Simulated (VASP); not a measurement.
# SnO2 (P4_2/mnm) in VASP: single point with PBE

Aim: the single point of SnO2 with PBE.

All numbers are computed with VASP 6.6.1; they aren't measurements. Logs are shortened: lines on timing, memory, paths and dates and some standing lists are left out, and cuts for length are marked.

## (1) The cell of the first run

It takes space group P4_2/mnm (No. 136, tetragonal). Conventional cell: a = 4.738 Å, b = 4.738 Å, c = 3.187 Å, α = 90.00°, β = 90.00°, γ = 90.00°. Within 2.7 Å of Sn (site symmetry mmm) lie 6 O at 2.05 to 2.06 Å. Within 2.7 Å of O (site symmetry m2m) lie 3 Sn at 2.05 to 2.06 Å and 1 O at 2.59 Å.

## (2) Single point, PBE

Input file INCAR:

```
  ALGO = Normal
  EDIFF = 1E-6
  ENCUT = 520
  GGA = PE
  ISIF = 2
  ISMEAR = 0
  LASPH = T
  LCHARG = F
  LREAL = Auto
  LWAVE = F
  NBANDS = 238
  NELM = 100
  PREC = Accurate
  SIGMA = 0.05
```

Input file KPOINTS:

```
k-points
0
Gamma
  2 2 1
```

Input file POSCAR:

```
SnO2
1.0
   -4.7380000000     -4.7380000000      3.1865000000
   -4.7380000000      4.7380000000      3.1865000000
   -9.4760000000      0.0000000000     -6.3730000000
Sn O
16 32
Direct
    0.0000000000      0.0000000000      0.0000000000
    0.2500000000      0.2500000000      0.7500000000
    0.5000000000      0.5000000000      0.0000000000
    0.5000000000      0.5000000000      0.5000000000
    0.7500000000      0.7500000000      0.2500000000
    0.7500000000      0.7500000000      0.7500000000
    0.0000000000      0.0000000000      0.5000000000
    0.2500000000      0.2500000000      0.2500000000
    0.7500000000      0.2500000000      0.7500000000
    0.0000000000      0.5000000000      0.5000000000
    0.2500000000      0.7500000000      0.7500000000
    0.2500000000      0.7500000000      0.2500000000
    0.5000000000      0.0000000000      0.0000000000
    0.5000000000      0.0000000000      0.5000000000
    0.7500000000      0.2500000000      0.2500000000
    0.0000000000      0.5000000000      0.0000000000
    0.7696750000      0.0767750000      0.9232250000
    0.0196750000      0.3267750000      0.6732250000
    0.2696750000      0.5767750000      0.9232250000
    0.2696750000      0.5767750000      0.4232250000
    0.5196750000      0.8267750000      0.1732250000
    0.5196750000      0.8267750000      0.6732250000
    0.7696750000      0.0767750000      0.4232250000
    0.0196750000      0.3267750000      0.1732250000
    0.6732250000      0.4803250000      0.8267750000
    0.9232250000      0.7303250000      0.5767750000
    0.1732250000      0.9803250000      0.8267750000
    0.1732250000      0.9803250000      0.3267750000
    0.4232250000      0.2303250000      0.0767750000
    0.4232250000      0.2303250000      0.5767750000
    0.6732250000      0.4803250000      0.3267750000
    0.9232250000      0.7303250000      0.0767750000
    0.4803250000      0.1732250000      0.8267750000
    0.7303250000      0.4232250000      0.5767750000
    0.9803250000      0.6732250000      0.8267750000
    0.9803250000      0.6732250000      0.3267750000
    0.2303250000      0.9232250000      0.0767750000
    0.2303250000      0.9232250000      0.5767750000
    0.4803250000      0.1732250000      0.3267750000
    0.7303250000      0.4232250000      0.0767750000
    0.8267750000      0.0196750000      0.6732250000
    0.0767750000      0.2696750000      0.4232250000
    0.3267750000      0.5196750000      0.6732250000
    0.3267750000      0.5196750000      0.1732250000
    0.5767750000      0.7696750000      0.9232250000
    0.5767750000      0.7696750000      0.4232250000
    0.8267750000      0.0196750000      0.1732250000
    0.0767750000      0.2696750000      0.9232250000
```

Potentials or basis: VASP PAW PBE potentials, release 64 (Sn_d, O).

Run with:

```bash
> cat potpaw_PBE.64/Sn_d/POTCAR potpaw_PBE.64/O/POTCAR > POTCAR
> mpirun -np 1 vasp_std > vasp.out
```

OUTCAR:

```text
EDIFF = 1E-6
   ENCUT = 520
   GGA = PE
   ISIF = 2
   ISMEAR = 0
   LASPH = T
   LREAL = Auto
   NELM = 100
   PREC = Accurate

 ion  position               nearest neighbor table
   1  0.000  0.000  0.000-  32 2.05  48 2.05  47 2.05  27 2.05  17 2.06  37 2.06   2 3.19   5 3.19
                             9 3.71  11 3.71  12 3.71  13 3.71  15 3.71  16 3.71  16 3.71  13 3.71
   2  0.250  0.250  0.750-  27 2.05  43 2.05  30 2.05  48 2.05  18 2.06  33 2.06   1 3.19   4 3.19
                             9 3.71  10 3.71  11 3.71  13 3.71  14 3.71  16 3.71  11 3.71   9 3.71
   3  0.500  0.500  0.000-  29 2.05  45 2.05  44 2.05  25 2.05  19 2.06  40 2.06   6 3.19   8 3.19
                             9 3.71  11 3.71  12 3.71  13 3.71  15 3.71  16 3.71  13 3.71  16 3.71
   4  0.500  0.500  0.500-  30 2.05  46 2.05  43 2.05  31 2.05  20 2.06  34 2.06   2 3.19   5 3.19
                             9 3.71  10 3.71  11 3.71  12 3.71  14 3.71  15 3.71  14 3.71  10 3.71
   5  0.750  0.750  0.250-  31 2.05  47 2.05  46 2.05  32 2.05  21 2.06  36 2.06   1 3.19   4 3.19
                            10 3.71  12 3.71  13 3.71  14 3.71  15 3.71  16 3.71  15 3.71  12 3.71
   6  0.750  0.750  0.750-  25 2.05  41 2.05  26 2.05  45 2.05  22 2.06  35 2.06   3 3.19   7 3.19
                             9 3.71  10 3.71  11 3.71  13 3.71  14 3.71  16 3.71   9 3.71  11 3.71
   7  0.000  0.000  0.500-  26 2.05  42 2.05  41 2.05  28 2.05  23 2.06  38 2.06   6 3.19   8 3.19
                             9 3.71  10 3.71  11 3.71  12 3.71  14 3.71  15 3.71  10 3.71  14 3.71
   8  0.250  0.250  0.250-  28 2.05  44 2.05  42 2.05  29 2.05  24 2.06  39 2.06   3 3.19   7 3.19
                            10 3.71  12 3.71  13 3.71  14 3.71  15 3.71  16 3.71  12 3.71  15 3.71
   9  0.750  0.250  0.750-  18 2.05  33 2.05  17 2.05  34 2.05  25 2.06  41 2.06  10 3.19  13 3.19
[... 45 lines left out ...]
  47  0.827  0.020  0.173-   5 2.05   1 2.05  15 2.06
  48  0.077  0.270  0.923-   1 2.05   2 2.05  16 2.06

  LATTYP: Found a base centered monoclinic cell.
 ALAT       =    11.4197068701
 B/A-ratio  =     0.8297936285
 C/A-ratio  =     1.0000000000
 COS(beta)  =    -0.3771149317

  Lattice vectors:

 A1 = (   4.7380000000,   4.7380000000,  -3.1865000000)
 A2 = (   4.7380000000,  -4.7380000000,  -3.1865000000)
 A3 = (  -9.4760000000,   0.0000000000,  -6.3730000000)

Analysis of symmetry for initial positions (statically):
=====================================================================
 Subroutine PRICEL returns following result:

  LATTYP: Found a simple tetragonal cell.
 ALAT       =     4.7380000000
 C/A-ratio  =     0.6725411566

  Lattice vectors:

 A1 = (   0.0000000000,   4.7380000000,   0.0000000000)
 A2 = (  -4.7380000000,   0.0000000000,   0.0000000000)
 A3 = (   0.0000000000,   0.0000000000,   3.1865000000)

[... 133 lines left out ...]
   NELECT =     416.0000    total number of electrons
   NUPDOWN=      -1.0000    fix difference up-down
   EMIN   =  10.00;   EMAX   =-10.00  energy-range for DOS
   EFERMI =   0.00;   METHOD = LEGACY
   ISMEAR =     0;   SIGMA  =   0.05  broadening in eV -4-tet -1-fermi 0-gaus
   EFERMI_NEDOS =   21; number of points for ismear=-14 and -15
   IALGO  =     38    algorithm
   IMIX   =      4    mixing-type and parameters
     AMIX     =   0.40;   BMIX     =  1.00
     AMIX_MAG =   1.60;   BMIX_MAG =  1.00
  volume/ion in A,a.u.               =      11.92        80.45
  Fermi-wavevector in a.u.,A,eV,Ry     =   1.472000  2.781677 29.480903  2.166785
  Thomas-Fermi vector in A             =   2.587068
   LORBIT       =      0    0 simple, 1 ext, 2 COOP (PROOUT), +10 PAW based schemes
   GGA     = PE    functional components
   LHFCALC =     F    Hartree Fock is set to
   AEXX    =    0.0000 exact exchange contribution
   IVDW    =     0    specifies the selected vdW correction
   LEPSILON=     F    determine dielectric tensor
   LRPA    =     F    only Hartree local field effects (RPA)
 non-spin polarized calculation
 Gauss-broadening in eV      SIGMA  =   0.05
  energy-cutoff  :      520.00
  volume of cell :      572.26
 maximum number of plane-waves:     15442
 NGX is ok and might be reduce to    56
   NGX = 27   NGY = 27   NGZ = 43

 number of electron     416.0000088 magnetization

 Free energy of the ion-electron system (eV)
  ---------------------------------------------------
  ext. energy  EPLUGINS =         0.00000000
  ---------------------------------------------------
  free energy    TOTEN  =      -297.18079094 eV

  energy without entropy =     -297.18079094  energy(sigma->0) =     -297.18079094

 E-fermi :   6.4392     XC(G=0): -11.2567

 val. band max:        6.1485072609   @ k =   0.0000   0.0000   0.0000
 cond. band min:       7.4166609988   @ k =   0.0000   0.0000   0.0000
 fundamental gap:      1.2681537379
 Fermi energy:         6.4392147221

 k-point     1 :       0.0000    0.0000    0.0000
  band No.  band energies     occupation
      1     -14.9650      2.00000
      2     -14.8926      2.00000
      3     -14.8926      2.00000
      4     -14.8926      2.00000
      5     -14.8925      2.00000
      6     -14.7043      2.00000
[... 658 lines left out ...]
    219      11.5037      0.00000
    220      11.5037      0.00000
 [bands above 220 left out]

------------------------ aborting loop because EDIFF is reached ----------------------------------------

  FORCE on cell =-STRESS in cart. coord.  units (eV):
  Direction    XX          YY          ZZ          XY          YZ          ZX
  --------------------------------------------------------------------------------------
  -------------------------------------------------------------------------------------
  Total       38.1796298     38.0566280     48.9433706      0.0000000      0.0000000      0.2736239
  in kB      106.8927555    106.5483835    137.0283520      0.0000000      0.0000000      0.7660737
  external PRESSURE =     116.8231637 kB  Pullay stress =       0.0000000 kB

 VOLUME and BASIS-vectors are now :
 -----------------------------------------------------------------------------
  energy-cutoff  :      520.00
  volume of cell :      572.26
      direct lattice vectors                 reciprocal lattice vectors
    -4.738000000 -4.738000000  3.186500000    -0.052764880 -0.105529759  0.078455986
    -4.738000000  4.738000000  3.186500000    -0.052764880  0.105529759  0.078455986
    -9.476000000  0.000000000 -6.373000000    -0.052764880  0.000000000 -0.078455986

 POSITION                                       TOTAL-FORCE (eV/Angst)
 -----------------------------------------------------------------------------------
      0.00000      0.00000      0.00000        -0.000000     -0.000000      0.000000
     -9.47600      0.00000     -3.18650        -0.000000     -0.000000      0.000000
     -4.73800      0.00000      3.18650        -0.000000     -0.000000      0.000000
     -9.47600      0.00000      0.00000        -0.000000     -0.000000      0.000000
     -9.47600      0.00000      3.18650        -0.000000     -0.000000      0.000000
    -14.21400      0.00000      0.00000        -0.000000     -0.000000      0.000000
[... 40 lines left out ...]
     -5.65196     -3.82404      1.59325        -0.202373      0.191294     -0.005164
    -10.38996      0.91396     -4.77975        -0.202373      0.191294     -0.005164
 -----------------------------------------------------------------------------------
    total drift:                               -0.000000      0.000000     -0.000000

  FREE ENERGIE OF THE ION-ELECTRON SYSTEM (eV)
  ---------------------------------------------------
  free  energy   TOTEN  =      -297.1807909448 eV

  energy  without entropy=     -297.1807909448  energy(sigma->0) =     -297.18079094
```

Run time: 19 min. Hardware: 1 thread of Intel Xeon Platinum 8259CL at 2.50GHz (Skylake/Cascade Lake), shared host; peak memory 0.73 GiB.

What came out:

| Quantity | Value |
| --- | --- |
| Free energy | -297.1808 eV |
| Pressure | 11.7 GPa |
| Largest force | 0.279 eV/Å |
| Band gap on the k mesh | 1.27 eV |

Forces on the atoms (eV/Å):
```
Sn   0.000  0.000  0.000
Sn   0.000  0.000  0.000
Sn   0.000  0.000  0.000
Sn   0.000  0.000  0.000
Sn   0.000  0.000  0.000
Sn   0.000  0.000  0.000
Sn   0.000  0.000  0.000
Sn   0.000  0.000  0.000
Sn   0.000  0.000  0.000
Sn   0.000  0.000  0.000
Sn   0.000  0.000  0.000
Sn   0.000  0.000  0.000
Sn   0.000  0.000  0.000
Sn   0.000  0.000  0.000
Sn   0.000  0.000  0.000
Sn   0.000  0.000  0.000
O   -0.202 -0.191 -0.005
O   -0.202 -0.191 -0.005
O   -0.202 -0.191 -0.005
O   -0.202 -0.191 -0.005
O   -0.202 -0.191 -0.005
O   -0.202 -0.191 -0.005
O   -0.202 -0.191 -0.005
O   -0.202 -0.191 -0.005
O    0.202 -0.191  0.005
O    0.202 -0.191  0.005
O    0.202 -0.191  0.005
O    0.202 -0.191  0.005
O    0.202 -0.191  0.005
O    0.202 -0.191  0.005
O    0.202 -0.191  0.005
O    0.202 -0.191  0.005
O    0.202  0.191  0.005
O    0.202  0.191  0.005
O    0.202  0.191  0.005
O    0.202  0.191  0.005
O    0.202  0.191  0.005
O    0.202  0.191  0.005
O    0.202  0.191  0.005
O    0.202  0.191  0.005
O   -0.202  0.191 -0.005
O   -0.202  0.191 -0.005
O   -0.202  0.191 -0.005
O   -0.202  0.191 -0.005
O   -0.202  0.191 -0.005
O   -0.202  0.191 -0.005
O   -0.202  0.191 -0.005
O   -0.202  0.191 -0.005
```

Caveat: the k points lie up to 0.59 Å⁻¹ apart; spin-orbit coupling is left out, which moves the levels of the heavy elements.
